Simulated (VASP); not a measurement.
Input of a VASP 6.6.1 run:

The input INCAR:

```
  ALGO = Normal
  EDIFF = 1E-6
  EDIFFG = -0.03
  ENCUT = 600
  GGA = CA
  IBRION = 2
  ISIF = 3
  ISMEAR = -1
  LASPH = True
  LCHARG = False
  LREAL = False
  LWAVE = False
  NELM = 60
  NSW = 60
  PREC = Accurate
  SIGMA = 0.05
```

File KPOINTS:

```
k-points
0
Gamma
  13 13 13
```

File POSCAR:

```
TePb
1.0
    0.0000000000      3.2310000000      3.2310000000
    3.2310000000      0.0000000000      3.2310000000
    3.2310000000      3.2310000000      0.0000000000
Te Pb
1 1
Direct
    0.5000000000      0.5000000000      0.5000000000
    0.0000000000      0.0000000000      0.0000000000
```

Potentials or basis: VASP PAW LDA potentials, release 64 (Te, Pb_d).

Launch:

```sh
$ cat potpaw_LDA.64/Te/POTCAR potpaw_LDA.64/Pb_d/POTCAR > POTCAR
$ mpirun -np 1 vasp_std > vasp.out
```

(1) Predict the space group after relaxing (to 0.1 Å).

(2) Estimate the relaxed cell.

(3) Predict the relaxed volume.

## Answers

(1) Fm-3m (No. 225).

(2) a = 4.515 Å, b = 4.515 Å, c = 4.515 Å, α = 60.00°, β = 60.00°, γ = 60.00°.

(3) 32.54 Å³/atom.
